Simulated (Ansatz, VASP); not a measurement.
**VO2 in VASP and in Ansatz**

```
CELL_PARAMETERS angstrom
4.58355 0.00000 0.00000
0.00000 4.58355 0.00000
0.00000 0.00000 2.83837
ATOMIC_POSITIONS crystal
V 0.00000 0.00000 0.00000
V 0.50000 0.50000 0.50000
O 0.29999 0.29999 0.00000
O 0.20001 0.79999 0.50000
O 0.70001 0.70001 0.00000
O 0.79999 0.20001 0.50000
```

Alike in both runs: functional PBE; k mesh 8 × 8 × 12; occupations gaussian, width 0.1 eV; collinear spin.

Ansatz relaxed the structure, and its values are those at the end. VASP's run is a single point on that final structure, the one shown.

```csv
,VASP,Ansatz
version,VASP 6.6.1,Ansatz 0.2.0
potentials or method,"VASP PAW PBE potentials, release 64 (V_sv, O), cutoff 520 eV","scalar-relativistic, plane waves, PAW"
valence electrons in the cell,50,50
```

|  | VASP | Ansatz | Ansatz less VASP |
| --- | --- | --- | --- |
| gap on the k mesh at the Fermi level (eV) | none | none | - |
| pressure (GPa) | 0.8 | 0.0 | -0.81 |
| rms of the force components (eV/Å) | 0.015 | 0.000 | -0.0146 |
| net moment per atom (μB) | 0.33 | 0.33 | 0.000 |
| size of the moment on the site where the two differ most (μB) | 1.05 | 0.83 | -0.216 |

Site moments also hang on the region over which each program counts them. A gap of «none» marks a metal or a gap that the smearing closes. The functional is the same, so the differences come from potentials, cutoffs and numerics.
